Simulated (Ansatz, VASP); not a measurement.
## Mo: VASP beside Ansatz

Contents of INCAR:

```
SYSTEM = Mo
PREC     = Accurate       ! precision mode
ENCUT    = 520            ! plane-wave cutoff, eV
EDIFF    = 1E-6           ! SCF threshold, eV
ISMEAR   = 0              ! smearing method
SIGMA    = 0.1            ! smearing width, eV
LREAL    = .FALSE.        ! projectors in reciprocal space
LASPH    = .TRUE.         ! aspherical terms in the spheres
NELM     = 60             ! most SCF steps
ALGO     = Normal         ! electronic algorithm
ISIF     = 2              ! what is computed and relaxed
LWAVE    = .FALSE.        ! write WAVECAR
LCHARG   = .FALSE.        ! write CHGCAR
GGA      = PE             ! functional
NBANDS   = 21             ! bands
```

Contents of KPOINTS:

```
Automatic mesh
0
G
  9 9 4
  0 0 0
```

The input POSCAR:

```
Mo
1.0
    2.9109844791      0.0000000000      0.0000000000
   -1.4554922396      2.5209865089      0.0000000000
    0.0000000000      0.0000000000      4.7246819739
Mo
2
Direct
    0.3333333333      0.6666666667      0.2500000000
    0.6666666667      0.3333333333      0.7500000000
```

Input for Ansatz:

```yaml
crystal:
  lattice:
    - [2.9109844791, 0.0, 0.0]
    - [-1.4554922396, 2.5209865089, 0.0]
    - [0.0, 0.0, 4.7246819739]
  atoms:
    - { symbol: Mo, position: [0.3333333333, 0.6666666667, 0.25] }
    - { symbol: Mo, position: [0.6666666667, 0.3333333333, 0.75] }
basis:
  ecutwfc: 420
kpoints:
  mp_grid: { grid: [9, 9, 4] }
hamiltonian:
  xc: pbe
scf:
  occupations: { method: gaussian, width: 0.1 }
  lower_state_search: "off"
output:
  forces: true
  stress: true
  eigenvalues: true
```

Alike in both runs: task single point; functional PBE; k mesh 9 × 9 × 4; occupations gaussian, width 0.1 eV; no spin polarisation.

|  | VASP | Ansatz |
| --- | --- | --- |
| version | VASP 6.6.1 | Ansatz 0.2.0 |
| potentials or method | VASP PAW PBE potentials, release 64 (Mo_sv), cutoff 520 eV | scalar-relativistic, plane waves, PAW |
| valence electrons in the cell | 28 | 28 |

|  | VASP | Ansatz | Ansatz less VASP |
| --- | --- | --- | --- |
| gap on the k mesh at the Fermi level (eV) | none | none | - |
| pressure (GPa) | -15.8 | -16.2 | -0.32 |
| traceless stress, the component that is largest in VASP (GPa) | 3.94 | 3.99 | +0.051 |

A gap of «none» marks a metal or a gap that the smearing closes. With one functional, cell and mesh, what is left measures potentials, basis and numerics.
